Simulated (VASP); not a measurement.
Si3Ge, 4 atoms in the cell. The typed cell holds 4 atoms: a = 6.702 Å, b = 6.702 Å, c = 6.702 Å, α = 33.58°, β = 33.58°, γ = 33.58°. 

* Program: VASP 6.6.1
* Task: single point
* Functional: r2SCAN
* Potentials or basis: VASP PAW PBE potentials, release 64 (Si, Ge_d)
* Cutoff: 520 eV
* k mesh: 4 × 4 × 4
* Occupations: fermi-dirac, width 0.069 eV
* Spin: no spin polarisation
* Dipole correction: no
* Further INCAR settings: ALGO = Normal; EDIFF = 1e-06; NBANDS = 21

Potentials or basis: VASP PAW PBE potentials, release 64 (Si, Ge_d).

Run with:

```bash
$ cat potpaw_PBE.64/Si/POTCAR potpaw_PBE.64/Ge_d/POTCAR > POTCAR
$ cp INCAR.step1 INCAR
$ mpirun -np 1 vasp_std > vasp.out
$ cp INCAR.step2 INCAR
$ mpirun -np 1 vasp_std > vasp.out
```

Hardware: 1 thread of Intel(R) Xeon(R) 6975P-C (Granite Rapids), on a shared host.

**Question.** How long does it take, and how much memory?

**Answer.** It took 6.6 min on 1 thread of Intel(R) Xeon(R) 6975P-C (Granite Rapids), with other jobs on the host, peak memory 0.39 GiB. Counts: k points 36.
